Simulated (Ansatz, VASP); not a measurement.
**One calculation of C, two programs**

```
C
1.0
     0.00000    1.73564    1.78014
     1.73564    0.00000    1.78014
     1.73564    1.73564    0.00000
C
2
Cartesian
  1.7356 1.7356 1.7801
  2.6035 2.6035 2.6702
```

Change from the starting cell: strain -0.025 along x and y, +0.000 along z, atoms carried along.

Alike in both runs: task single point; functional r2SCAN; k mesh 12 × 12 × 12; occupations gaussian, width 0.05 eV; no spin polarisation.

```csv
,VASP,Ansatz
version,VASP 6.6.1,Ansatz 0.2.0
potentials or method,"VASP PAW PBE potentials, release 64 (C), cutoff 520 eV","scalar-relativistic, plane waves, PAW"
valence electrons in the cell,8,8
```

VASP gave:

```
gap on the k mesh at the Fermi level (eV)                     : 4.13
least direct gap on the mesh (eV)                             : 5.74
pressure (GPa)                                                : 26.4
traceless stress, the component that is largest in VASP (GPa) : -18.13
```

Estimate Ansatz's values.

gap on the k mesh at the Fermi level (eV): 4.16; least direct gap on the mesh (eV): 5.79; pressure (GPa): 25.0; traceless stress, the component that is largest in VASP (GPa): -18.16.

VASP's potentials were made for PBE, not for r2SCAN. The functional is the same, so the differences come from potentials, cutoffs and numerics.
